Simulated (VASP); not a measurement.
# Sn in VASP: single point with LDA

Aim: the single point of Sn with LDA.

Everything below comes from runs of VASP 6.6.1. Logs are shortened: lines on timing, memory, paths and dates and some standing lists are left out, and cuts for length are marked.

## (1) The cell of the first run

The cell holds a slab with vacuum, 10 atoms: a = 4.381 Å, b = 4.381 Å, c = 26.681 Å, α = 90.00°, β = 90.00°, γ = 82.70°.

## (2) Single point, LDA

INCAR reads:

```
PREC = Accurate ; ENCUT = 520
EDIFF = 1E-6 ; ISMEAR = 0
SIGMA = 0.1 ; LREAL = False
LASPH = True ; NELM = 60
ALGO = Fast ; ISIF = 2
LWAVE = False ; LCHARG = False
LDIPOL = True ; IDIPOL = 3
DIPOL = 0.5 0.5 0.500 ; GGA = CA
NBANDS = 81
```

KPOINTS reads:

```
Automatic mesh
0
Gamma
  8 8 1
```

POSCAR reads:

```
Sn
1.0
    4.3809057178      0.0000000000      0.0000000000
    0.5565228175      4.3454133592      0.0000000000
    0.0000000000      0.0000000000     26.6808013776
Sn
10
Direct
    0.8231058246      0.8231058246      0.2994404832
    0.2681298216      0.2681298216      0.2991552992
    0.5448865942      0.5448865942      0.3891945166
    1.0457784480      1.0457784480      0.4052049250
    0.3218977032      0.3218977032      0.5001159233
    0.7691632305      0.7691632305      0.4998840217
    0.0452828229      0.0452828229      0.5947950917
    0.5461749295      0.5461749295      0.6108055706
    0.8229307206      0.8229307206      0.7008447811
    0.2679553148      0.2679553148      0.7005593875
```

Potentials or basis: VASP PAW LDA potentials, release 64 (Sn_d).

The run is started by

```console
$ cat potpaw_LDA.64/Sn_d/POTCAR > POTCAR
$ mpirun -np 1 vasp_std > vasp.out
```

OUTCAR:

```text
PREC = Accurate
   ENCUT = 520
   EDIFF = 1E-6
   ISMEAR = 0
   LREAL = False
   LASPH = True
   NELM = 60
   ISIF = 2
   GGA = CA

 ion  position               nearest neighbor table
   1  0.823  0.823  0.299-   2 2.92   2 2.92   2 2.93   3 3.01   4 3.18   2 3.65
   2  0.268  0.268  0.299-   1 2.92   1 2.92   1 2.93   3 3.01   4 3.19   1 3.65
   3  0.545  0.545  0.389-   4 2.93   4 2.93   1 3.01   2 3.01   6 3.30   5 3.30   4 3.31   4 3.32

   4  0.046  0.046  0.405-   3 2.93   3 2.93   6 3.11   5 3.12   1 3.18   2 3.19   3 3.31   3 3.32

   5  0.322  0.322  0.500-   6 2.92   6 2.92   6 2.94   7 3.11   4 3.12   8 3.30   3 3.30   6 3.64

   6  0.769  0.769  0.500-   5 2.92   5 2.92   5 2.94   4 3.11   7 3.12   3 3.30   8 3.30   5 3.64

   7  0.045  0.045  0.595-   8 2.93   8 2.93   5 3.11   6 3.12  10 3.18   9 3.19   8 3.31   8 3.32

   8  0.546  0.546  0.611-   7 2.93   7 2.93  10 3.01   9 3.01   5 3.30   6 3.30   7 3.31   7 3.32

   9  0.823  0.823  0.701-  10 2.92  10 2.92  10 2.93   8 3.01   7 3.19  10 3.65
  10  0.268  0.268  0.701-   9 2.92   9 2.92   9 2.93   8 3.01   7 3.18   9 3.65

  LATTYP: Found a base centered orthorhombic cell.
 ALAT       =     5.7886545786
 B/A-ratio  =     1.1362390933
 C/A-ratio  =     4.6091541679

  Lattice vectors:

 A1 = (  -0.5565228175,  -4.3454133592,   0.0000000000)
 A2 = (   4.3809057178,   0.0000000000,   0.0000000000)
 A3 = (   0.0000000000,   0.0000000000,  26.6808013776)

Analysis of symmetry for initial positions (statically):
=====================================================================
 Subroutine PRICEL returns:
 Original cell was already a primitive cell.

 Routine SETGRP: Setting up the symmetry group for a
 base centered orthorhombic supercell.

 Subroutine GETGRP returns: Found  4 space group operations
 (whereof  2 operations were pure point group operations)
 out of a pool of  8 trial point group operations.

The static configuration has the point symmetry C_1h.
 The point group associated with its full space group is C_2h.

Analysis of symmetry for dynamics (positions and initial velocities):
=====================================================================
 Subroutine PRICEL returns:
 Original cell was already a primitive cell.

 Routine SETGRP: Setting up the symmetry group for a
 base centered orthorhombic supercell.

 Subroutine GETGRP returns: Found  4 space group operations
 (whereof  2 operations were pure point group operations)
 out of a pool of  8 trial point group operations.

The dynamic configuration has the point symmetry C_1h.
 The point group associated with its full space group is C_2h.

 Subroutine INISYM returns: Found  4 space group operations
 (whereof  2 operations are pure point group operations),
 and found     1 'primitive' translations

----------------------------------------------------------------------------------------

                                     Primitive cell

  volume of cell :     507.9183

  direct lattice vectors                    reciprocal lattice vectors
     4.380905718  0.000000000  0.000000000     0.228263301 -0.029233982  0.000000000
     0.556522817  4.345413359  0.000000000     0.000000000  0.230127704  0.000000000
     0.000000000  0.000000000 26.680801378     0.000000000  0.000000000  0.037480134

  length of vectors
     4.380905718  4.380905718 26.680801378     0.230127704  0.230127704  0.037480134

  position of ions in fractional coordinates (direct lattice)
     0.823105825  0.823105825  0.299440483
     0.268129822  0.268129822  0.299155299
     0.544886594  0.544886594  0.389194517
     0.045778448  0.045778448  0.405204925
     0.321897703  0.321897703  0.500115923
     0.769163230  0.769163230  0.499884022
     0.045282823  0.045282823  0.594795092
     0.546174929  0.546174929  0.610805571
     0.822930721  0.822930721  0.700844781
     0.267955315  0.267955315  0.700559388

  ion indices of the primitive-cell ions
   primitive index   ion index
                 1           1
                 2           2
                 3           3
                 4           4
                 5           5
                 6           6
                 7           7
                 8           8
                 9           9
                10          10

----------------------------------------------------------------------------------------

 KPOINTS: Automatic mesh

Automatic generation of k-mesh.
 Grid dimensions read from file:
 generate k-points for:    8    8    1

 Generating k-lattice:

  Cartesian coordinates                     Fractional coordinates (reciprocal lattice)
     0.028532913 -0.003654248  0.000000000     0.125000000  0.000000000  0.000000000
     0.000000000  0.028765963  0.000000000     0.000000000  0.125000000  0.000000000
     0.000000000  0.000000000  0.037480134     0.000000000  0.000000000  1.000000000

  Length of vectors
     0.028765963  0.028765963  0.037480134

  Shift w.r.t. Gamma in fractional coordinates (k-lattice)
     0.000000000  0.000000000  0.000000000

 Subroutine IBZKPT returns following result:
 ===========================================

 Found     21 irreducible k-points:

 Following reciprocal coordinates:
            Coordinates               Weight
  0.000000  0.000000  0.000000      1.000000
  0.125000  0.000000  0.000000      4.000000
  0.250000  0.000000  0.000000      4.000000
  0.375000  0.000000  0.000000      4.000000
  0.500000  0.000000  0.000000      2.000000
  0.125000  0.125000  0.000000      2.000000
[... 13 lines left out ...]
 -0.375000  0.375000  0.000000      2.000000
  0.500000  0.500000  0.000000      1.000000
   k-points           NKPTS =     21   k-points in BZ     NKDIM =     21   number of bands    NBANDS=     81
   number of dos      NEDOS =    301   number of ions     NIONS =     10
   total plane-waves  NPLWV = 259200
   dimension x,y,z NGX =    36 NGY =   36 NGZ =  200
   dimension x,y,z NGXF=    72 NGYF=   72 NGZF=  400
   ions per type =              10
   NGX,Y,Z   is equivalent  to a cutoff of  13.66, 13.66, 12.46 a.u.
   NGXF,Y,Z  is equivalent  to a cutoff of  27.32, 27.32, 24.92 a.u.
 SYSTEM =  unknown system
   PREC   = accura    normal or accurate (medium, high low for compatibility)
   ISTART =      0    job   : 0-new  1-cont  2-samecut
   ICHARG =      2    charge: 1-file 2-atom 10-const
   ISPIN  =      1    spin polarized calculation?
   LNONCOLLINEAR =      F non collinear calculations
   LSORBIT =      F    spin-orbit coupling
   LASPH  =      T    aspherical Exc in radial PAW
   ENCUT  =  520.0 eV  38.22 Ry    6.18 a.u.   8.15  8.15 49.61*2*pi/ulx,y,z
   NELM   =     60;   NELMIN=  2; NELMDL= -5     # of ELM steps
   EDIFF  = 0.1E-05   stopping-criterion for ELM
   LREAL  =      F    real-space projection
   EDIFFG = 0.1E-04   stopping-criterion for IOM
   NSW    =      0    number of steps for IOM
   IBRION =     -1    ionic relax: 0-MD 1-quasi-New 2-CG
   NFREE  =      0    steps in history (QN), initial steepest desc. (CG)
   ISIF   =      2    stress and relaxation
   ISYM   =      2    0-nonsym 1-usesym 2-fastsym
   POTIM  = 0.5000    time-step for ionic-motion
   TEBEG  =    0.0;   TEEND  =   0.0 temperature during run
   PSTRESS=    0.0 pullay stress
   NELECT =     140.0000    total number of electrons
   NUPDOWN=      -1.0000    fix difference up-down
   EMIN   =  10.00;   EMAX   =-10.00  energy-range for DOS
   EFERMI =   0.00;   METHOD = LEGACY
   ISMEAR =     0;   SIGMA  =   0.10  broadening in eV -4-tet -1-fermi 0-gaus
   EFERMI_NEDOS =   21; number of points for ismear=-14 and -15
   IALGO  =     68    algorithm
   IMIX   =      4    mixing-type and parameters
     AMIX     =   0.40;   BMIX     =  1.00
     AMIX_MAG =   1.60;   BMIX_MAG =  1.00
  volume/ion in A,a.u.               =      50.79       342.76
  Fermi-wavevector in a.u.,A,eV,Ry     =   1.065417  2.013346 15.444150  1.135113
  Thomas-Fermi vector in A             =   2.200968
   LORBIT       =      0    0 simple, 1 ext, 2 COOP (PROOUT), +10 PAW based schemes
   GGA     = CA    functional components
   LHFCALC =     F    Hartree Fock is set to
   AEXX    =    0.0000 exact exchange contribution
   IVDW    =     0    specifies the selected vdW correction
   LEPSILON=     F    determine dielectric tensor
   LRPA    =     F    only Hartree local field effects (RPA)
 non-spin polarized calculation
 RMM-DIIS sequential band-by-band and
 Gauss-broadening in eV      SIGMA  =   0.10
  energy-cutoff  :      520.00
  volume of cell :      507.92
 maximum number of plane-waves:     13717
 NGX is ok and might be reduce to    36
   NGX = 17   NGY = 17   NGZ = 99

 number of electron     140.0000015 magnetization

 dipolmoment           0.000000      0.000000      0.000072 electrons x Angstroem

 Free energy of the ion-electron system (eV)
  ---------------------------------------------------
  ext. energy  EPLUGINS =         0.00000000
  ---------------------------------------------------
  free energy    TOTEN  =       -43.53400809 eV

  energy without entropy =      -43.50741672  energy(sigma->0) =      -43.52071240

 E-fermi :   2.1752     XC(G=0):  -6.0640

 val. band max:        2.1627529879   @ k =   0.5000   0.2500   0.0000
 cond. band min:       2.1853237233   @ k =   0.2500   0.0000   0.0000
 fundamental gap:      0.0225707354
 Fermi energy:         2.1751739606

 k-point     1 :       0.0000    0.0000    0.0000
  band No.  band energies     occupation
      1     -19.5406      2.00000
      2     -19.5116      2.00000
      3     -19.4951      2.00000
      4     -19.4604      2.00000
      5     -19.4588      2.00000
      6     -19.3493      2.00000
[... 1753 lines left out ...]
     80       6.8868      0.00000
     81       7.5009      0.00000

------------------------ aborting loop because EDIFF is reached ----------------------------------------

 vacuum level on the upper side and lower side of the slab       (xc-potential included)        -0.137        -0.138

  FORCE on cell =-STRESS in cart. coord.  units (eV):
  Direction    XX          YY          ZZ          XY          YZ          ZX
  --------------------------------------------------------------------------------------
  -------------------------------------------------------------------------------------
  Total        1.5243623      2.1733325      0.1154488     -2.5336281     -0.0006793     -0.0007719
  in kB        4.8084478      6.8555591      0.3641718     -7.9920754     -0.0021427     -0.0024349
  external PRESSURE =       4.0093929 kB  Pullay stress =       0.0000000 kB

 VOLUME and BASIS-vectors are now :
 -----------------------------------------------------------------------------
  energy-cutoff  :      520.00
  volume of cell :      507.92
      direct lattice vectors                 reciprocal lattice vectors
     4.380905718  0.000000000  0.000000000     0.228263301 -0.029233982  0.000000000
     0.556522817  4.345413359  0.000000000     0.000000000  0.230127704  0.000000000
     0.000000000  0.000000000 26.680801378     0.000000000  0.000000000  0.037480134

 POSITION                                       TOTAL-FORCE (eV/Angst)
 -----------------------------------------------------------------------------------
      4.06403      3.57674      7.98931        -0.001889     -0.001662     -0.020934
      1.32387      1.16513      7.98170         0.000976      0.000859     -0.017617
      2.69034      2.36776     10.38402         0.000754      0.000664      0.016618
      0.22603      0.19893     10.81119         0.001182      0.001040      0.018797
      1.58935      1.39878     13.34349        -0.011603     -0.010212     -0.001137
      3.79769      3.34233     13.33731         0.011603      0.010212      0.001137
      0.22358      0.19677     15.86961        -0.001182     -0.001040     -0.018797
      2.69670      2.37336     16.29678        -0.000754     -0.000664     -0.016618
      4.06316      3.57597     18.69910        -0.000976     -0.000859      0.017617
      1.32301      1.16438     18.69149         0.001889      0.001662      0.020934
 -----------------------------------------------------------------------------------
    total drift:                               -0.006438     -0.005666      0.012587

  FREE ENERGIE OF THE ION-ELECTRON SYSTEM (eV)
  ---------------------------------------------------
  free  energy   TOTEN  =       -43.5340080923 eV

  energy  without entropy=      -43.5074167153  energy(sigma->0) =      -43.52071240

 vacuum level on the upper side and lower side of the slab         6.335         6.335
```

It took 41 min on 1 thread of Oxide Virtual Turin-like, shared host; peak memory 0.73 GiB.

Results:

```
Free energy            : -43.5340 eV
Largest force          : 0.021 eV/Å
Band gap on the k mesh : zero (bands 70 and 71 overlap by 2.32 eV)
```

Forces in eV/Å, atoms in the order of the input:
```
Sn  -0.002 -0.002 -0.021
Sn   0.001  0.001 -0.018
Sn   0.001  0.001  0.017
Sn   0.001  0.001  0.019
Sn  -0.012 -0.010 -0.001
Sn   0.012  0.010  0.001
Sn  -0.001 -0.001 -0.019
Sn  -0.001 -0.001 -0.017
Sn  -0.001 -0.001  0.018
Sn   0.002  0.002  0.021
```

Caveat: spin-orbit coupling is left out, which moves the levels of the heavy elements.

The gap in the log of VASP goes by the Fermi energy; the results here count the filled bands.